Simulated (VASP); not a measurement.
Runs of VASP 6.6.1 on ZrB2. The structure is that of space group P6/mmm (No. 191), or close to it. The cells are those of the table. 

| task | cell | gap on the mesh (eV) | pressure (GPa) |
| --- | --- | --- | --- |
| single point | a = 3.154, b = 3.154, c = 3.508 Å, angles 90.0, 90.0, 120.0°, 3 atoms | none | -4.4 |
| single point | a = 3.100, b = 3.100, c = 3.448 Å, angles 90.0, 90.0, 120.0°, 3 atoms | none | 9.6 |
| electric field gradients | a = 3.122, b = 3.122, c = 3.472 Å, angles 90.0, 90.0, 120.0°, 3 atoms | none | 3.6 |
| electric field gradients | a = 3.227, b = 3.227, c = 3.589 Å, angles 90.0, 90.0, 120.0°, 3 atoms | none | (b) |
| single point | a = 3.165, b = 3.165, c = 3.450 Å, angles 90.0, 90.0, 120.0°, 3 atoms | none | (c) |
| single point | a = 3.186, b = 3.186, c = 3.543 Å, angles 90.0, 90.0, 120.0°, 3 atoms | none | -11.3 |
| electric field gradients | a = 3.207, b = 3.207, c = 3.566 Å, angles 90.0, 90.0, 120.0°, 3 atoms | none | -15.3 |
| electric field gradients | a = 3.154, b = 3.154, c = 3.508 Å, angles 90.0, 90.0, 120.0°, 3 atoms | none | -4.4 |
| electric field gradients | a = 3.176, b = 3.176, c = 3.532 Å, angles 90.0, 90.0, 120.0°, 3 atoms | none | -9.1 |
| single point | a = 3.165, b = 3.165, c = 3.590 Å, angles 90.0, 90.0, 120.0°, 3 atoms | none | (a) |

Alike in all rows: level LDA; potentials or basis VASP PAW LDA potentials, release 64 (Zr_sv, B); no spin polarisation; k mesh 13 × 13 × 10; cutoff (eV) 520; smearing fermi-dirac 0.03 eV.

Estimate the missing entries.

(a) -11.0; (b) -18.9; (c) -2.1.

A k mesh can miss the band edges, and the runs leave out spin-orbit coupling on Zr.

A gap of «none» marks levels without a gap at the run's occupations.
